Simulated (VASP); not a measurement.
Input of a VASP 6.6.1 run:

INCAR

```
SYSTEM = SnTe
PREC = Accurate
ENCUT = 500
EDIFF = 1E-6
ISMEAR = 0
SIGMA = 0.01
LREAL = .FALSE.
LASPH = .TRUE.
NELM = 120
ALGO = Normal
ISIF = 2
LWAVE = .FALSE.
LCHARG = .FALSE.
GGA = CA
NBANDS = 17
GGA_COMPAT = .FALSE.
```

The input KPOINTS:

```
regular mesh
0
G
  6 6 6
  0 0 0
```

Contents of POSCAR:

```
SnTe
1.0
    0.0000000000      3.1923133075      3.1923133075
    3.1923133075      0.0000000000      3.1923133075
    3.1923133075      3.1923133075      0.0000000000
Sn Te
1 1
Direct
    0.0000000000      0.0000000000      0.0000000000
    0.5000000000      0.5000000000      0.5000000000
```

Potentials or basis: VASP PAW LDA potentials, release 64 (Sn_d, Te).

Command:

```console
$ cat potpaw_LDA.64/Sn_d/POTCAR potpaw_LDA.64/Te/POTCAR > POTCAR
$ mpirun -np 1 vasp_std > vasp.out
```

Q: What does it give for the pressure?

A: -3.1 GPa.

Q: What does it give for the band gap on the k mesh?

A: 0.01 eV, direct.

Caveat: spin-orbit coupling is left out, which moves the levels of the heavy elements. A k mesh can miss the band edges.
